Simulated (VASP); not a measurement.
# SSn in VASP: single point with AM05

Aim: the single point of SSn with AM05.

Program: VASP 6.6.1. These are calculated values, not measurements. Logs are shortened: lines on timing, memory, paths and dates and some standing lists are left out, and cuts for length are marked.

### 1 The cell of the first run

The cell holds a molecule in a box, 2 atoms: a = 9.000 Å, b = 9.000 Å, c = 12.000 Å, α = 90.00°, β = 90.00°, γ = 90.00°.

### 2 Single point, AM05

Contents of POSCAR:

```
SnS
1.0
    9.0000000000      0.0000000000      0.0000000000
    0.0000000000      9.0000000000      0.0000000000
    0.0000000000      0.0000000000     12.0000000000
S Sn
1 1
Direct
    0.5014444400      0.5023333300      0.4107905800
    0.5014444400      0.5023333300      0.5948760800
```

Contents of INCAR.step1:

```
ALGO     = Normal         # electronic algorithm
EDIFF    = 1E-5           # SCF threshold, eV
EFERMI   = MIDGAP       
ENCUT    = 400            # plane-wave cutoff, eV
GGA      = PE             # functional
GGA_COMPAT= F            
ISIF     = 0              # what is computed and relaxed
ISMEAR   = 0              # smearing method
LASPH    = T              # aspherical terms in the spheres
LCHARG   = T              # write CHGCAR
LREAL    = F              # projectors in reciprocal space
LWAVE    = T              # write WAVECAR
NELM     = 100            # most SCF steps
NELMDL   = -8           
PREC     = Accurate       # precision mode
SIGMA    = 0.03           # smearing width, eV
```

Contents of INCAR.step2:

```
ALGO     = All            # electronic algorithm
EDIFF    = 1E-6           # SCF threshold, eV
EFERMI   = MIDGAP       
ENCUT    = 400            # plane-wave cutoff, eV
GGA      = AM             # functional
GGA_COMPAT= F            
ISEARCH  = 1            
ISIF     = 0              # what is computed and relaxed
ISMEAR   = 0              # smearing method
ISTART   = 1            
LASPH    = T              # aspherical terms in the spheres
LCHARG   = F              # write CHGCAR
LREAL    = F              # projectors in reciprocal space
LWAVE    = F              # write WAVECAR
NELM     = 100            # most SCF steps
NELMDL   = -8           
PREC     = Accurate       # precision mode
SIGMA    = 0.03           # smearing width, eV
```

Contents of KPOINTS:

```
k-points
0
Gamma
  1 1 1
```

Potentials or basis: VASP PAW PBE potentials, release 64 (S, Sn_d).

Command:

```
> cat potpaw_PBE.64/S/POTCAR potpaw_PBE.64/Sn_d/POTCAR > POTCAR
> cp INCAR.step1 INCAR
> mpirun -np 1 vasp_gam > vasp.out
> cp INCAR.step2 INCAR
> mpirun -np 1 vasp_gam > vasp.out
```

OUTCAR:

```text
EDIFF = 1E-6
   EFERMI = MIDGAP
   ENCUT = 400
   GGA = AM
   ISIF = 0
   ISMEAR = 0
   ISTART = 1
   LASPH = T
   LREAL = F
   NELM = 100
   NELMDL = -8
   PREC = Accurate

 Found      1 irreducible k-points:

 Following reciprocal coordinates:
            Coordinates               Weight
  0.000000  0.000000  0.000000      1.000000
   k-points           NKPTS =      1   k-points in BZ     NKDIM =      1   number of bands    NBANDS=     14
   number of dos      NEDOS =    301   number of ions     NIONS =      2
   total plane-waves  NPLWV = 288000
   dimension x,y,z NGX =    60 NGY =   60 NGZ =   80
   dimension x,y,z NGXF=   120 NGYF=  120 NGZF=  160
   ions per type =               1   1
   NGX,Y,Z   is equivalent  to a cutoff of  11.08, 11.08, 11.08 a.u.
   NGXF,Y,Z  is equivalent  to a cutoff of  22.17, 22.17, 22.17 a.u.
 SYSTEM =  unknown system
   PREC   = accura    normal or accurate (medium, high low for compatibility)
   ISTART =      1    job   : 0-new  1-cont  2-samecut
   ICHARG =      0    charge: 1-file 2-atom 10-const
   ISPIN  =      1    spin polarized calculation?
   LNONCOLLINEAR =      F non collinear calculations
   LSORBIT =      F    spin-orbit coupling
   LASPH  =      T    aspherical Exc in radial PAW
   ENCUT  =  400.0 eV  29.40 Ry    5.42 a.u.  14.68 14.68 19.57*2*pi/ulx,y,z
   NELM   =    100;   NELMIN=  2; NELMDL= -8     # of ELM steps
   EDIFF  = 0.1E-05   stopping-criterion for ELM
   LREAL  =      F    real-space projection
   EDIFFG = 0.1E-04   stopping-criterion for IOM
   NSW    =      0    number of steps for IOM
   IBRION =     -1    ionic relax: 0-MD 1-quasi-New 2-CG
   NFREE  =      0    steps in history (QN), initial steepest desc. (CG)
   ISIF   =      0    stress and relaxation
   ISYM   =      2    0-nonsym 1-usesym 2-fastsym
   POTIM  = 0.5000    time-step for ionic-motion
   TEBEG  =    0.0;   TEEND  =   0.0 temperature during run

   SCALEE = 1.0000    scale energy and forces
   PSTRESS=    0.0 pullay stress
   NELECT =      20.0000    total number of electrons
   NUPDOWN=      -1.0000    fix difference up-down
   EMIN   =  10.00;   EMAX   =-10.00  energy-range for DOS
   EFERMI =   0.00;   METHOD = MIDGAP
   ISMEAR =     0;   SIGMA  =   0.03  broadening in eV -4-tet -1-fermi 0-gaus
   EFERMI_NEDOS =   21; number of points for ismear=-14 and -15
   IALGO  =     58    algorithm
   IMIX   =      4    mixing-type and parameters
     AMIX     =   0.40;   BMIX     =  1.00
     AMIX_MAG =   1.60;   BMIX_MAG =  1.00
  volume/ion in A,a.u.               =     486.00      3279.69
  Fermi-wavevector in a.u.,A,eV,Ry     =   0.448604  0.847738  2.738107  0.201245
  Thomas-Fermi vector in A             =   1.428188
   LORBIT       =      0    0 simple, 1 ext, 2 COOP (PROOUT), +10 PAW based schemes
   GGA     = AM    functional components
   LHFCALC =     F    Hartree Fock is set to
   AEXX    =    0.0000 exact exchange contribution
   IVDW    =     0    specifies the selected vdW correction
   LEPSILON=     F    determine dielectric tensor
   LRPA    =     F    only Hartree local field effects (RPA)

   CSHIFT  =0.1000    complex shift for real part using Kramers Kronig

   OMEGAMAX=  -1.0    maximum frequency
 non-spin polarized calculation
 Gauss-broadening in eV      SIGMA  =   0.03
  energy-cutoff  :      400.00
  volume of cell :      972.00
 maximum number of plane-waves:      8824
 NGX is ok and might be reduce to    60
   NGX = 29   NGY = 29   NGZ = 39

 number of electron      19.9999999 magnetization

 Free energy of the ion-electron system (eV)
  ---------------------------------------------------
  ext. energy  EPLUGINS =         0.00000000
  ---------------------------------------------------
  free energy    TOTEN  =        -7.21343045 eV

  energy without entropy =       -7.21343045  energy(sigma->0) =       -7.21343045

 E-fermi :  -3.7805     XC(G=0):  -2.0186

 val. band max:       -5.8059396418   @ k =   0.0000   0.0000   0.0000
 cond. band min:      -2.3902113785   @ k =   0.0000   0.0000   0.0000
 fundamental gap:      3.4157282633
 Fermi energy:        -3.7805027040

 k-point     1 :       0.0000    0.0000    0.0000
  band No.  band energies     occupation
      1     -25.6646      2.00000
      2     -25.6645      2.00000
      3     -25.5218      2.00000
      4     -25.4220      2.00000
      5     -25.4219      2.00000
      6     -16.0083      2.00000
      7     -10.2211      2.00000
      8      -5.8562      2.00000
      9      -5.8059      2.00000
     10      -5.8059      2.00000
     11      -1.6607      0.00000
     12      -2.3902      0.00000
     13      -2.3523      0.00000
     14      -0.1334      0.00000

------------------------ aborting loop because EDIFF is reached ----------------------------------------

 VOLUME and BASIS-vectors are now :
 -----------------------------------------------------------------------------
  energy-cutoff  :      400.00
  volume of cell :      972.00
      direct lattice vectors                 reciprocal lattice vectors
     9.000000000  0.000000000  0.000000000     0.111111111  0.000000000  0.000000000
     0.000000000  9.000000000  0.000000000     0.000000000  0.111111111  0.000000000
     0.000000000  0.000000000 12.000000000     0.000000000  0.000000000  0.083333333

 POSITION                                       TOTAL-FORCE (eV/Angst)
 -----------------------------------------------------------------------------------
      4.51300      4.52100      4.92949         0.000000     -0.000000     -0.106322
      4.51300      4.52100      7.13851         0.000000      0.000000      0.106322
 -----------------------------------------------------------------------------------
    total drift:                               -0.000183     -0.000236      0.000288

  FREE ENERGIE OF THE ION-ELECTRON SYSTEM (eV)
  ---------------------------------------------------
  free  energy   TOTEN  =        -7.2134304453 eV

  energy  without entropy=       -7.2134304453  energy(sigma->0) =       -7.21343045
```

It took 4.4 min on 1 thread of Intel Xeon Platinum 8375C at 2.90GHz (Ice Lake), shared host; peak memory 0.53 GiB.

What came out:

```
Free energy                     : -7.2134 eV
Largest force                   : 0.106 eV/Å
Gap between the frontier levels : 4.15 eV
```

Forces on the atoms (eV/Å):
```
S    0.000  0.000 -0.106
Sn   0.000  0.000  0.106
```

Levels at points of the mesh, in eV from the valence-band top:
```
           k point  band 6  band 7  band 8  band 9  band 10  band 11  band 12  band 13  band 14
(0.00, 0.00, 0.00)  -10.20   -4.42   -0.05    0.00     0.00     4.15     3.42     3.45     5.67
```

Caveat: the PAW data sets were made with another functional, which shifts forces and pressure a little; spin-orbit coupling is left out, which moves the levels of the heavy elements.
